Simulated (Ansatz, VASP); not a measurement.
## One calculation of Ag, two programs

```xyz
1
Lattice="-1.6039 1.6039 1.7643 1.6039 -1.6039 1.7643 1.6039 1.6039 -1.7643" Properties=species:S:1:pos:R:3 pbc="T T T"
Ag    0.0000    0.0000    0.0000
```

Alike in both runs: task single point; functional LDA; k mesh 22 × 22 × 22; occupations gaussian, width 0.15 eV; no spin polarisation.

|  | VASP | Ansatz |
| --- | --- | --- |
| version | VASP 6.6.1 | Ansatz 0.2.0 |
| potentials or method | VASP PAW LDA potentials, release 64 (Ag), cutoff 520 eV | scalar-relativistic, plane waves, PAW |
| valence electrons in the cell | 11 | 19 |

|  | VASP | Ansatz | Ansatz less VASP |
| --- | --- | --- | --- |
| gap on the k mesh at the Fermi level (eV) | none | none | - |
| pressure (GPa) | -11.3 | -11.6 | -0.24 |
| traceless stress, the component that is largest in VASP (GPa) | 0.89 | 0.89 | +0.002 |

LDA's correlation is that of Perdew and Zunger in VASP and of Perdew and Wang (1992) in Ansatz. A gap of «none» marks a metal or a gap that the smearing closes. VASP's potentials hold 11 valence electrons a cell and Ansatz's 19, so a difference there can come from the potentials and not from the codes.
